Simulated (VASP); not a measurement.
Crystal: CdS.

```xyz
4
Lattice="4.1500 0.0000 0.0000 -2.0750 3.5940 0.0000 0.0000 0.0000 6.7370" Properties=species:S:1:pos:R:3 pbc="T T T"
Cd    0.0000    2.3960    0.0000
Cd    2.0750    1.1980    3.3685
S     0.0000    2.3960    2.5264
S     2.0750    1.1980    5.8949
```

| Item | Value |
| --- | --- |
| Program | VASP 6.6.1 |
| Task | relaxation of cell and atoms |
| Functional | LDA |
| Potentials or basis | VASP PAW LDA potentials, release 64 (Cd_sv_GW, S) |
| Cutoff | 630 eV |
| k mesh | 6 × 6 × 4 |
| Occupations | fermi-dirac, width 0.02 eV |
| Spin | no spin polarisation |

At the start: pressure -3.1 GPa; volume 25.12 Å³/atom.

Problem. Where does the relaxation end?

Solution. Over 5 steps the energy falls by 12.9 meV/atom and the volume is 23.89 Å³/atom (-4.9 %); space group P6_3mc (No. 186, to 0.1 Å) before and after.

The path:
```tsv
step	energy change (eV)	largest force (eV/Å)	pressure (GPa)	volume (Å³)
1	0.0000	0.0611	-3.14	100.48
2	-0.0420	0.0014	1.56	93.49
3	-0.0516	0.0208	0.01	95.50
4	-0.0516	0.0209	0.08	95.41
5	-0.0517	0.0010	-0.03	95.56
```

Final structure:
```xyz
4
Lattice="4.0752 0.0000 0.0000 -2.0376 3.5292 0.0000 0.0000 0.0000 6.6441" Properties=species:S:1:pos:R:3 pbc="T T T"
Cd    0.0000    2.3528    6.6411
Cd    2.0376    1.1764    3.3190
S     0.0000    2.3528    2.4946
S     2.0376    1.1764    5.8166
```
